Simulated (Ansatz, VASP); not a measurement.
**As in VASP and in Ansatz**

```
As
1.0
     3.57800    0.00000    0.00000
    -1.78900    3.09864    0.00000
     0.00000    0.00000   28.57424
As
2
Direct
  0.33333 0.66667 0.48952
  0.66667 0.33333 0.51048
```

Alike in both runs: task single point; functional PBE; dispersion D3(BJ); k mesh 9 × 9 × 1; occupations gaussian, width 0.02 eV; no spin polarisation.

|  | VASP | Ansatz |
| --- | --- | --- |
| version | VASP 6.6.1 | Ansatz 0.2.0 |
| potentials or method | VASP PAW PBE potentials, release 64 (As), cutoff 520 eV | scalar-relativistic, plane waves, PAW |
| valence electrons in the cell | 10 | 30 |

|  | VASP | Ansatz | Ansatz less VASP |
| --- | --- | --- | --- |
| gap on the k mesh at the Fermi level (eV) | none | none | - |
| rms of the force components (eV/Å) | 3.020 | 2.987 | -0.0336 |
| work function, face that differs most (eV) | 3.96 | 3.97 | +0.006 |

Atom by atom the forces differ by 0.034 eV/Å (rms over components). A gap of «none» marks a metal or a gap that the smearing closes. VASP's potentials hold 10 valence electrons a cell and Ansatz's 30, so a difference there can come from the potentials and not from the codes.
